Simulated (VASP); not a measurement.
Wanted: the native input for a VASP 6.6.1 run.

* Task: single point
* Functional: PBE
* Potentials or basis: VASP PAW PBE potentials, release 64 (Mn_pv, Hg)
* Cutoff: 520 eV
* k mesh: 10 × 10 × 10
* Occupations: fermi-dirac, width 0.1 eV
* Spin: collinear spin, ferromagnetic start
* Starting moments: [3.9, 0.0] μB
* Dipole correction: no
* Further INCAR settings: ALGO = Normal; EDIFF = 1e-06; NBANDS = 24

The structure of MnHg lies in POSCAR:

```
MnHg
1.0
    3.3150000000      0.0000000000      0.0000000000
    0.0000000000      3.3150000000      0.0000000000
    0.0000000000      0.0000000000      3.3150000000
Mn Hg
1 1
Direct
    0.5000000000      0.5000000000      0.5000000000
    0.0000000000      0.0000000000      0.0000000000
```

These files were run (other wordings do the same):

INCAR

```
SYSTEM = MnHg
ALGO     = Normal         ! electronic algorithm
EDIFF    = 1E-6           ! SCF threshold, eV
ENCUT    = 520            ! plane-wave cutoff, eV
GGA      = PE             ! functional
ISIF     = 2              ! what is computed and relaxed
ISMEAR   = -1             ! smearing method
ISPIN    = 2              ! spin polarisation
LASPH    = .True.         ! aspherical terms in the spheres
LCHARG   = .False.        ! write CHGCAR
LMAXMIX  = 4              ! l up to which the mixer works
LORBIT   = 11             ! projections on sites
LREAL    = .False.        ! projectors in reciprocal space
LWAVE    = .False.        ! write WAVECAR
MAGMOM   = 3.9 0          ! initial moments
NBANDS   = 24             ! bands
NELM     = 150            ! most SCF steps
PREC     = Accurate       ! precision mode
SIGMA    = 0.1            ! smearing width, eV
```

KPOINTS

```
k-points
0
Gamma
  10 10 10
  0 0 0
```

Potentials or basis: VASP PAW PBE potentials, release 64 (Mn_pv, Hg).

Command:

```console
$ cat potpaw_PBE.64/Mn_pv/POTCAR potpaw_PBE.64/Hg/POTCAR > POTCAR
$ mpirun -np 1 vasp_std > vasp.out
```

It gave:

- Pressure: 0.7 GPa
- Net moment: 3.89 μB per cell
- Site moments: Mn +3.80; Hg -0.06 μB
- Valence electrons inside the program's atomic spheres: Mn 11.40; Hg 10.59

It took 38 s on 1 thread of Intel(R) Xeon(R) 6975P-C (Granite Rapids) (shared host), peak memory 0.22 GiB.
